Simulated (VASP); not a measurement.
Wanted: the native input for a VASP 6.6.1 run.

```
Task                   : single point
Functional             : PBEsol
Potentials or basis    : VASP PAW PBE potentials, release 64 (Sn_d, S)
Cutoff                 : 400 eV
k mesh                 : 7 × 5 × 1
Occupations            : gaussian, width 0.05 eV
Spin                   : no spin polarisation
Dipole correction      : yes
Further INCAR settings : ALGO = Normal; EDIFF = 1e-06; NBANDS = 57; NELMDL = -8
```

The structure of Sn2S3 lies in POSCAR:

```
Sn2S3
1.0
    3.6513143021      0.0000000000      0.0000000000
    0.0000000000      6.0589189091      0.0000000000
    0.0000000000      0.0000000000     31.4863928284
Sn S
4 6
Direct
    0.5000000000      0.0000000000      0.3493572624
    0.0000000000      0.0000000000      0.4497857541
    0.5000000000      0.0000000000      0.5502142459
    0.0000000000      0.0000000000      0.6506427376
    0.0000000000      0.2432430384      0.3828334263
    0.5000000000      0.7567569616      0.4163095902
    0.5000000000      0.2432430384      0.4832619180
    0.0000000000      0.7567569616      0.5167380820
    0.0000000000      0.2432430384      0.5836904098
    0.5000000000      0.7567569616      0.6171665737
```

These files were run (other wordings do the same):

INCAR

```
PREC = Accurate ; ENCUT = 400
EDIFF = 1E-6 ; ISMEAR = 0
SIGMA = 0.05 ; LREAL = F
LASPH = T ; NELM = 120
ALGO = Normal ; ISIF = 2
LWAVE = F ; LCHARG = F
LDIPOL = T ; IDIPOL = 3
DIPOL = 0.5 0.5 0.500 ; GGA = PS
NBANDS = 57 ; GGA_COMPAT = F
NELMDL = -8
```

KPOINTS

```
Automatic mesh
0
Gamma
  7 5 1
```

Potentials or basis: VASP PAW PBE potentials, release 64 (Sn_d, S).

Command:

```sh
$ cat potpaw_PBE.64/Sn_d/POTCAR potpaw_PBE.64/S/POTCAR > POTCAR
$ mpirun -np 1 vasp_std > vasp.out
```

It gave:

| Quantity | Value |
| --- | --- |
| Largest force | 0.222 eV/Å |
| Band gap on the k mesh | 1.56 eV (least direct gap 1.64 eV) |

Caveat: the PAW data sets were made with another functional, which shifts forces and pressure a little; spin-orbit coupling is left out, which moves the levels of the heavy elements.

It took 20 min on 1 thread of Oxide Virtual Turin-like Processor (shared host), peak memory 0.55 GiB.
